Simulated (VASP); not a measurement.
P, 2 atoms in the cell. The structure is orthorhombic, space group Imma (No. 74). Conventional cell: a = 3.413 Å, b = 4.848 Å, c = 3.440 Å, α = 90.00°, β = 90.00°, γ = 90.00°. Within 3.0 Å of P (site symmetry mm2) lie 6 P at 2.31 to 2.55 Å. 

```yaml
Program: VASP 6.6.1
Task: single point
Functional: PBE
Dispersion: D3(BJ)
Potentials_or_basis: VASP PAW PBE potentials, release 64 (P)
Cutoff: 520 eV
k_mesh: 18 × 18 × 18
Occupations: gaussian, width 0.1 eV
Spin: no spin polarisation
Dipole_correction: no
Further_INCAR_settings: ALGO = Normal; EDIFF = 1e-06; NBANDS = 12
```

Potentials or basis: VASP PAW PBE potentials, release 64 (P).

Launch:

```console
$ cat potpaw_PBE.64/P/POTCAR > POTCAR
$ mpirun -np 1 vasp_std > vasp.out
```

Hardware: 1 thread of Intel(R) Xeon(R) 6975P-C (Granite Rapids), on a shared host.

Question: How long does it take, and how much memory?

Answer: Wall time 100 s on 1 thread of Intel(R) Xeon(R) 6975P-C (Granite Rapids), on a shared host, peak memory 0.34 GiB. Counts: scf iterations 11, k points 865.
